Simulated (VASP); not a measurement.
# Se (P4_12_12) in VASP: single point with PBE

Aim: the single point of Se with PBE.

Everything below comes from runs of VASP 6.6.1. Logs are shortened: lines on timing, memory, paths and dates and some standing lists are left out, and cuts for length are marked.

## 1. The cell of the first run

It takes space group P4_12_12 (No. 92, tetragonal). The conventional cell has a = 3.818 Å, b = 3.818 Å, c = 6.593 Å, α = 90.00°, β = 90.00°, γ = 90.00°. Within 3.6 Å of Se (site symmetry 2) lie 6 Se at 2.73 to 3.52 Å.

The cell was built from a structure type or drawn by symmetry, and may not be a known phase.

## 2. Single point, PBE

Input file INCAR:

```
ALGO = Fast
EDIFF = 1E-7
ENCUT = 520
GGA = PE
ISIF = 2
ISMEAR = 0
LASPH = T
LCHARG = F
LREAL = F
LWAVE = F
NBANDS = 20
NELM = 100
PREC = Accurate
SIGMA = 0.1
```

Input file KPOINTS:

```
k-points
0
Gamma
  12 12 8
```

Input file POSCAR:

```
Se
1.0
    3.8175570945      0.0000000000      0.0000000000
    0.0000000000      3.8175570945      0.0000000000
    0.0000000000      0.0000000000      6.5927424512
Se
4
Direct
    0.1135083445      0.1135083445      0.5000000000
    0.3864916555      0.6135083445      0.7500000000
    0.6135083445      0.3864916555      0.2500000000
    0.8864916555      0.8864916555      0.0000000000
```

Potentials or basis: VASP PAW PBE potentials, release 64 (Se).

Launch:

```sh
cat potpaw_PBE.64/Se/POTCAR > POTCAR
mpirun -np 1 vasp_std > vasp.out
```

OUTCAR:

```text
EDIFF = 1E-7
   ENCUT = 520
   GGA = PE
   ISIF = 2
   ISMEAR = 0
   LASPH = T
   LREAL = F
   NELM = 100
   PREC = Accurate

 ion  position               nearest neighbor table
   1  0.114  0.114  0.500-   2 2.73   3 2.73   2 2.73   3 2.73
   2  0.386  0.614  0.750-   1 2.73   4 2.73   1 2.73   4 2.73
   3  0.614  0.386  0.250-   1 2.73   4 2.73   4 2.73   1 2.73
   4  0.886  0.886  0.000-   2 2.73   3 2.73   3 2.73   2 2.73

  LATTYP: Found a simple tetragonal cell.
 ALAT       =     3.8175570945
 C/A-ratio  =     1.7269532028

  Lattice vectors:

 A1 = (   3.8175570945,   0.0000000000,   0.0000000000)
 A2 = (   0.0000000000,   3.8175570945,   0.0000000000)
 A3 = (   0.0000000000,   0.0000000000,   6.5927424512)

Analysis of symmetry for initial positions (statically):
=====================================================================
 Subroutine PRICEL returns:
 Original cell was already a primitive cell.

 Routine SETGRP: Setting up the symmetry group for a
 simple tetragonal supercell.

 Subroutine GETGRP returns: Found  8 space group operations
 (whereof  2 operations were pure point group operations)
 out of a pool of 16 trial point group operations.

The static configuration has the point symmetry C_2 .
 The point group associated with its full space group is D_4 .

Analysis of symmetry for dynamics (positions and initial velocities):
=====================================================================
 Subroutine PRICEL returns:
 Original cell was already a primitive cell.

 Routine SETGRP: Setting up the symmetry group for a
 simple tetragonal supercell.

 Subroutine GETGRP returns: Found  8 space group operations
 (whereof  2 operations were pure point group operations)
 out of a pool of 16 trial point group operations.

The dynamic configuration has the point symmetry C_2 .
 The point group associated with its full space group is D_4 .

 Subroutine INISYM returns: Found  8 space group operations
 (whereof  2 operations are pure point group operations),
 and found     1 'primitive' translations

----------------------------------------------------------------------------------------

                                     Primitive cell

  volume of cell :      96.0809

  direct lattice vectors                    reciprocal lattice vectors
     3.817557095  0.000000000  0.000000000     0.261947621  0.000000000  0.000000000
     0.000000000  3.817557095  0.000000000     0.000000000  0.261947621  0.000000000
     0.000000000  0.000000000  6.592742451     0.000000000  0.000000000  0.151681945

  length of vectors
     3.817557095  3.817557095  6.592742451     0.261947621  0.261947621  0.151681945

  position of ions in fractional coordinates (direct lattice)
     0.113508344  0.113508344  0.500000000
     0.386491656  0.613508344  0.750000000
     0.613508344  0.386491656  0.250000000
     0.886491656  0.886491656  0.000000000

  ion indices of the primitive-cell ions
   primitive index   ion index
                 1           1
                 2           2
                 3           3
                 4           4

----------------------------------------------------------------------------------------

 KPOINTS: k-points

Automatic generation of k-mesh.
 Grid dimensions read from file:
 generate k-points for:   12   12    8

 Generating k-lattice:

  Cartesian coordinates                     Fractional coordinates (reciprocal lattice)
     0.021828968  0.000000000  0.000000000     0.083333333  0.000000000  0.000000000
     0.000000000  0.021828968  0.000000000     0.000000000  0.083333333  0.000000000
     0.000000000  0.000000000  0.018960243     0.000000000  0.000000000  0.125000000

  Length of vectors
     0.021828968  0.021828968  0.018960243

  Shift w.r.t. Gamma in fractional coordinates (k-lattice)
     0.000000000  0.000000000  0.000000000

 Subroutine IBZKPT returns following result:
 ===========================================

 Found    140 irreducible k-points:

 Following reciprocal coordinates:
            Coordinates               Weight
  0.000000  0.000000  0.000000      1.000000
  0.083333  0.000000  0.000000      4.000000
  0.166667  0.000000  0.000000      4.000000
  0.250000  0.000000  0.000000      4.000000
  0.333333  0.000000  0.000000      4.000000
  0.416667  0.000000  0.000000      4.000000
[... 16 lines left out ...]
  0.333333  0.333333  0.000000      4.000000
  0.416667  0.333333  0.000000      8.000000
 [... further k-points ...]
   k-points           NKPTS =    140   k-points in BZ     NKDIM =    140   number of bands    NBANDS=     20
   number of dos      NEDOS =    301   number of ions     NIONS =      4
   total plane-waves  NPLWV =  39200
   dimension x,y,z NGX =    28 NGY =   28 NGZ =   50
   dimension x,y,z NGXF=    56 NGYF=   56 NGZF=  100
   ions per type =               4
   NGX,Y,Z   is equivalent  to a cutoff of  12.19, 12.19, 12.61 a.u.
   NGXF,Y,Z  is equivalent  to a cutoff of  24.39, 24.39, 25.22 a.u.
 SYSTEM =  unknown system
   PREC   = accura    normal or accurate (medium, high low for compatibility)
   ISTART =      0    job   : 0-new  1-cont  2-samecut
   ICHARG =      2    charge: 1-file 2-atom 10-const
   ISPIN  =      1    spin polarized calculation?
   LNONCOLLINEAR =      F non collinear calculations
   LSORBIT =      F    spin-orbit coupling
   LASPH  =      T    aspherical Exc in radial PAW
   ENCUT  =  520.0 eV  38.22 Ry    6.18 a.u.   7.10  7.10 12.26*2*pi/ulx,y,z
   NELM   =    100;   NELMIN=  2; NELMDL= -5     # of ELM steps
   EDIFF  = 0.1E-06   stopping-criterion for ELM
   LREAL  =      F    real-space projection
   EDIFFG = 0.1E-05   stopping-criterion for IOM
   NSW    =      0    number of steps for IOM
   IBRION =     -1    ionic relax: 0-MD 1-quasi-New 2-CG
   NFREE  =      0    steps in history (QN), initial steepest desc. (CG)
   ISIF   =      2    stress and relaxation
   ISYM   =      2    0-nonsym 1-usesym 2-fastsym
   POTIM  = 0.5000    time-step for ionic-motion
   TEBEG  =    0.0;   TEEND  =   0.0 temperature during run
   PSTRESS=    0.0 pullay stress
   NELECT =      24.0000    total number of electrons
   NUPDOWN=      -1.0000    fix difference up-down
   EMIN   =  10.00;   EMAX   =-10.00  energy-range for DOS
   EFERMI =   0.00;   METHOD = LEGACY
   ISMEAR =     0;   SIGMA  =   0.10  broadening in eV -4-tet -1-fermi 0-gaus
   EFERMI_NEDOS =   21; number of points for ismear=-14 and -15
   IALGO  =     68    algorithm
   IMIX   =      4    mixing-type and parameters
     AMIX     =   0.40;   BMIX     =  1.00
     AMIX_MAG =   1.60;   BMIX_MAG =  1.00
  volume/ion in A,a.u.               =      24.02       162.10
  Fermi-wavevector in a.u.,A,eV,Ry     =   1.031018  1.948341 14.462963  1.062998
  Thomas-Fermi vector in A             =   2.165145
   LORBIT       =      0    0 simple, 1 ext, 2 COOP (PROOUT), +10 PAW based schemes
   GGA     = PE    functional components
   LHFCALC =     F    Hartree Fock is set to
   AEXX    =    0.0000 exact exchange contribution
   IVDW    =     0    specifies the selected vdW correction
   LEPSILON=     F    determine dielectric tensor
   LRPA    =     F    only Hartree local field effects (RPA)
 non-spin polarized calculation
 RMM-DIIS sequential band-by-band and
 Gauss-broadening in eV      SIGMA  =   0.10
  energy-cutoff  :      520.00
  volume of cell :       96.08
 maximum number of plane-waves:      2606
   NGX = 15   NGY = 15   NGZ = 25

 number of electron      23.9999993 magnetization

 Free energy of the ion-electron system (eV)
  ---------------------------------------------------
  ext. energy  EPLUGINS =         0.00000000
  ---------------------------------------------------
  free energy    TOTEN  =       -12.93389317 eV

  energy without entropy =      -12.93042384  energy(sigma->0) =      -12.93215851

 E-fermi :   4.3575     XC(G=0):  -9.6268

 val. band max:        4.3182874896   @ k =   0.0833   0.0833   0.1250
 cond. band min:       4.3587752681   @ k =   0.1667   0.0000   0.0000
 fundamental gap:      0.0404877786
 Fermi energy:         4.3575110310

 k-point     1 :       0.0000    0.0000    0.0000
  band No.  band energies     occupation
      1     -11.7593      2.00000
      2      -9.3772      2.00000
      3      -9.3772      2.00000
      4      -6.2986      2.00000
      5       0.4751      2.00000
      6       0.7127      2.00000
[... 12 lines left out ...]
     19      11.2459      0.00000
     20      11.4324      0.00000

 k-point     2 :       0.0833    0.0000    0.0000
  band No.  band energies     occupation
      1     -11.7108      2.00000
      2      -9.3850      2.00000
      3      -9.3317      2.00000
      4      -6.3775      2.00000
      5       0.2750      2.00000
      6       0.3313      2.00000
[... 12 lines left out ...]
     19      11.2754      0.00000
     20      11.4495      0.00000

 k-point     3 :       0.1667    0.0000    0.0000
  band No.  band energies     occupation
      1     -11.5675      2.00000
      2      -9.4184      2.00000
      3      -9.1979      2.00000
      4      -6.5988      2.00000
      5      -0.4814      2.00000
      6      -0.1886      2.00000
[... 12 lines left out ...]
     19      11.3373      0.00000
     20      11.5272      0.00000

 k-point     4 :       0.2500    0.0000    0.0000
  band No.  band energies     occupation
      1     -11.3363      2.00000
      2      -9.5049      2.00000
      3      -8.9837      2.00000
      4      -6.9194      2.00000
      5      -1.1942      2.00000
      6      -0.7647      2.00000
[... 12 lines left out ...]
     19      11.3954      0.00000
     20      11.7886      0.00000

 k-point     5 :       0.3333    0.0000    0.0000
  band No.  band energies     occupation
      1     -11.0307      2.00000
      2      -9.6774      2.00000
      3      -8.7029      2.00000
      4      -7.2847      2.00000
      5      -1.7178      2.00000
      6      -1.3224      2.00000
[... 12 lines left out ...]
     19      11.8174      0.00000
     20      11.9803      0.00000

 k-point     6 :       0.4167    0.0000    0.0000
  band No.  band energies     occupation
      1     -10.6728      2.00000
      2      -9.9493      2.00000
      3      -8.3751      2.00000
      4      -7.6561      2.00000
      5      -1.9949      2.00000
      6      -1.7607      2.00000
[... 12 lines left out ...]
     19      11.9761      0.00000
     20      11.9823      0.00000

 k-point     7 :       0.5000    0.0000    0.0000
  band No.  band energies     occupation
      1     -10.2969      2.00000
      2     -10.2969      2.00000
      3      -8.0212      2.00000
      4      -8.0212      2.00000
      5      -2.0028      2.00000
      6      -2.0028      2.00000
[... 12 lines left out ...]
     19      12.0526      0.00000
     20      12.0526      0.00000
[... 277 lines left out ...]
 k-point    20 :       0.3333    0.2500    0.0000
  band No.  band energies     occupation
      1     -10.6256      2.00000
      2      -9.3161      2.00000
      3      -8.8322      2.00000
      4      -7.5586      2.00000
      5      -1.5188      2.00000
      6      -1.2741      2.00000
[... 12 lines left out ...]
     19      12.1379      0.00000
     20      12.5027      0.00000

 k-point    21 :       0.4167    0.2500    0.0000
  band No.  band energies     occupation
      1     -10.2782      2.00000
      2      -9.5781      2.00000
      3      -8.5232      2.00000
      4      -7.8645      2.00000
      5      -1.7279      2.00000
      6      -1.5470      2.00000
[... 12 lines left out ...]
     19      12.4955      0.00000
     20      13.0804      0.00000

 k-point    22 :       0.5000    0.2500    0.0000
  band No.  band energies     occupation
      1      -9.9143      2.00000
      2      -9.9143      2.00000
      3      -8.1920      2.00000
      4      -8.1920      2.00000
      5      -1.7269      2.00000
      6      -1.7269      2.00000
[... 12 lines left out ...]
     19      12.8737      0.00000
     20      12.8737      0.00000

 k-point    23 :       0.3333    0.3333    0.0000
  band No.  band energies     occupation
      1     -10.3350      2.00000
      2      -9.1521      2.00000
      3      -8.9017      2.00000
      4      -7.7798      2.00000
      5      -1.5801      2.00000
      6      -1.4353      2.00000
[... 12 lines left out ...]
     19      12.3154      0.00000
     20      12.7936      0.00000

 k-point    24 :       0.4167    0.3333    0.0000
  band No.  band energies     occupation
      1      -9.9972      2.00000
      2      -9.3287      2.00000
      3      -8.6769      2.00000
      4      -8.0544      2.00000
      5      -1.7081      2.00000
      6      -1.6099      2.00000
[... 12 lines left out ...]
     19      12.6337      0.00000
     20      12.9569      0.00000

 [... further k-points ...]

------------------------ aborting loop because EDIFF is reached ----------------------------------------

  FORCE on cell =-STRESS in cart. coord.  units (eV):
  Direction    XX          YY          ZZ          XY          YZ          ZX
  --------------------------------------------------------------------------------------
  -------------------------------------------------------------------------------------
  Total        0.0118607      0.0118607      0.0335718      0.0000000      0.0000000      0.0000000
  in kB        0.1977810      0.1977810      0.5598198      0.0000000      0.0000000      0.0000000
  external PRESSURE =       0.3184606 kB  Pullay stress =       0.0000000 kB

 VOLUME and BASIS-vectors are now :
 -----------------------------------------------------------------------------
  energy-cutoff  :      520.00
  volume of cell :       96.08
      direct lattice vectors                 reciprocal lattice vectors
     3.817557095  0.000000000  0.000000000     0.261947621  0.000000000  0.000000000
     0.000000000  3.817557095  0.000000000     0.000000000  0.261947621  0.000000000
     0.000000000  0.000000000  6.592742451     0.000000000  0.000000000  0.151681945

 POSITION                                       TOTAL-FORCE (eV/Angst)
 -----------------------------------------------------------------------------------
      0.43332      0.43332      3.29637        -0.003420     -0.003420      0.000000
      1.47545      2.34210      4.94456         0.003420     -0.003420     -0.000000
      2.34210      1.47545      1.64819        -0.003420      0.003420      0.000000
      3.38423      3.38423      0.00000         0.003420      0.003420      0.000000
 -----------------------------------------------------------------------------------
    total drift:                                0.000000     -0.000000     -0.000000

  FREE ENERGIE OF THE ION-ELECTRON SYSTEM (eV)
  ---------------------------------------------------
  free  energy   TOTEN  =       -12.9338931732 eV

  energy  without entropy=      -12.9304238380  energy(sigma->0) =      -12.93215851
```

Run time: 2.5 min. Hardware: 1 thread of Intel Xeon Platinum 8259CL at 2.50GHz (Skylake/Cascade Lake), shared host; peak memory 0.33 GiB.

Results:

```yaml
Free_energy: -12.9339 eV
Pressure: 0.0 GPa
Largest_force: 0.005 eV/Å
Band_gap_on_the_k_mesh: zero (bands 12 and 13 overlap by 0.06 eV)
```

Forces in eV/Å, atoms in the order of the input:
```
Se  -0.003 -0.003  0.000
Se   0.003 -0.003  0.000
Se  -0.003  0.003  0.000
Se   0.003  0.003  0.000
```
